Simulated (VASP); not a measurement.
Here is a VASP 6.6.1 calculation.

Contents of INCAR:

```
  ALGO = Normal
  EDIFF = 1E-6
  ENCUT = 520
  GGA = PE
  ISIF = 2
  ISMEAR = -1
  LASPH = True
  LCHARG = False
  LREAL = Auto
  LWAVE = False
  NBANDS = 86
  NELM = 60
  PREC = Accurate
  SIGMA = 0.112
```

KPOINTS

```
k-points
0
Gamma
  2 2 2
```

File POSCAR:

```
AgCl
1.0
    0.0000000000      5.5463676253      5.5463676253
    5.5463676253      0.0000000000      5.5463676253
    5.5463676253      5.5463676253      0.0000000000
Ag Cl
8 8
Direct
   -0.0307218186     -0.0050796308      0.0020098740
    0.0685103343      0.0335943292      0.5097169339
   -0.0031077096      0.4874978874     -0.0195191713
    0.0042342127      0.4477035544      0.5523579948
    0.4999245790     -0.0298661234     -0.0146193879
    0.5454333727      0.0042869499      0.4646428391
    0.5149535143      0.4886950673     -0.0058936771
    0.4271660590      0.5331988789      0.5163067423
    0.2541965472      0.2729480991      0.2567908578
    0.2348173774      0.1645584212      0.7822594522
    0.2447944478      0.7568075691      0.2005797443
    0.2268696533      0.7207921959      0.7675004233
    0.7713508712      0.2757520964      0.3398511652
    0.6301159130      0.2442217306      0.8177214001
    0.7381233587      0.7762356899      0.2534167576
    0.7747311917      0.7487363407      0.6947047618
```

Potentials or basis: VASP PAW PBE potentials, release 64 (Ag, Cl).

The run is started by

```sh
$ cat potpaw_PBE.64/Ag/POTCAR potpaw_PBE.64/Cl/POTCAR > POTCAR
$ mpirun -np 1 vasp_std > vasp.out
```

Task: Estimate the largest force.

Result: 1.486 eV/Å.

Task: What does it give for the pressure?

Result: 4.5 GPa.

Task: What does it give for the band gap on the k mesh?

Result: 0.96 eV (least direct gap 0.99 eV).

Forces on the atoms (eV/Å):
```
Ag   0.249 -0.345 -0.347
Ag   0.119 -0.129 -0.839
Ag   0.134  0.046 -0.374
Ag  -0.102 -0.338  0.102
Ag  -0.167  0.489 -1.134
Ag   0.592 -0.331  0.209
Ag   0.420  0.190  0.428
Ag  -0.633 -0.172  0.115
Cl   0.315 -0.045  0.400
Cl   0.067 -0.507  0.642
Cl  -0.012  1.007  0.005
Cl   0.176 -0.066 -0.150
Cl  -0.461 -0.656  0.015
Cl  -0.203  0.315  1.437
Cl  -0.612 -0.087 -0.262
Cl   0.118  0.628 -0.246
```

Caveat: the k points lie up to 0.49 Å⁻¹ apart; the atoms stand as in a frame of molecular dynamics; forces of over 1 eV/Å act on the atoms, so gaps and moduli don't describe the material at rest. A k mesh can miss the band edges.
